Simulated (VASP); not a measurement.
A run of VASP 6.6.1:

INCAR

```
  PREC = Accurate
  ENCUT = 520
  EDIFF = 1E-6
  ISMEAR = -1
  SIGMA = 0.05
  LREAL = False
  LASPH = True
  NELM = 80
  ALGO = Normal
  ISIF = 2
  LWAVE = False
  LCHARG = False
  GGA = PS
  NBANDS = 24
```

Contents of KPOINTS:

```
Automatic mesh
0
Gamma
  12 12 12
```

Contents of POSCAR:

```
LuPd
1.0
    3.3897853050      0.0000000000      0.0000000000
    0.0000000000      3.3897853050      0.0000000000
    0.0000000000      0.0000000000      3.3897853050
Lu Pd
1 1
Direct
    0.0000000000      0.0000000000      0.0000000000
    0.5000000000      0.5000000000      0.5000000000
```

Potentials or basis: VASP PAW PBE potentials, release 64 (Lu, Pd).

The run is started by

```bash
$ cat potpaw_PBE.64/Lu/POTCAR potpaw_PBE.64/Pd/POTCAR > POTCAR
$ mpirun -np 1 vasp_std > vasp.out
```

Hardware: 1 thread of Intel Xeon 6975P-C, with other jobs on the host.

Q: Estimate the wall time of this run.

A: Wall time 68 s on 1 thread of Intel Xeon 6975P-C, with other jobs on the host, peak memory 0.23 GiB. Counts: scf iterations 13, k points 84.
